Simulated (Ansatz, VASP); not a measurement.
# Na in VASP and in Ansatz

INCAR

```
SYSTEM = Na
PREC = Accurate
ENCUT = 600
EDIFF = 1E-6
ISMEAR = 0
SIGMA = 0.1
LREAL = .False.
LASPH = .True.
NELM = 60
ALGO = Normal
ISIF = 3
LWAVE = .False.
LCHARG = .False.
GGA = PS
IBRION = 2
NSW = 100
EDIFFG = -0.005
```

File KPOINTS:

```
Automatic mesh
0
Gamma
  14 14 14
  0 0 0
```

File POSCAR:

```
Na
1.0
   -2.1410000000      2.1410000000      2.1410000000
    2.1410000000     -2.1410000000      2.1410000000
    2.1410000000      2.1410000000     -2.1410000000
Na
1
Direct
    0.0000000000      0.0000000000      0.0000000000
```

Input for Ansatz:

```yaml
crystal:
  lattice:
    - [-2.141, 2.141, 2.141]
    - [2.141, -2.141, 2.141]
    - [2.141, 2.141, -2.141]
  atoms:
    - { symbol: Na, position: [0.0, 0.0, 0.0] }
basis:
  ecutwfc: 420
kpoints:
  mp_grid: { grid: [14, 14, 14] }
hamiltonian:
  xc: pbesol
scf:
  occupations: { method: gaussian, width: 0.1 }
output:
  forces: true
  stress: true
  eigenvalues: true
relax:
  adjacent_minimum: "off"
  f_tol: 0.005
  max_steps: 80
  cell: { stress_tol: 0.05 }
```

Alike in both runs: task relaxation of cell and atoms; functional PBEsol; k mesh 14 × 14 × 14; occupations gaussian, width 0.1 eV; no spin polarisation.

|  | VASP | Ansatz |
| --- | --- | --- |
| version | VASP 6.6.1 | Ansatz 0.2.0 |
| potentials or method | VASP PAW PBE potentials, release 64 (Na_pv), cutoff 600 eV | scalar-relativistic, plane waves, PAW |
| valence electrons in the cell | 7 | 9 |

VASP gave:

* gap on the k mesh at the Fermi level, each at its own relaxed structure (eV): none
* relaxed volume (Å³/atom): 36.19
* relaxed cell length with the largest relative difference (Å): 3.609

**Question.** Which values does Ansatz return?

**Answer.** gap on the k mesh at the Fermi level, each at its own relaxed structure (eV): none; relaxed volume (Å³/atom): 36.23; relaxed cell length with the largest relative difference (Å): 3.611.

VASP's potentials were made for PBE, not for PBEsol. A gap of «none» marks a metal or a gap that the smearing closes. VASP's potentials hold 7 valence electrons a cell and Ansatz's 9, so a difference there can come from the potentials and not from the codes.
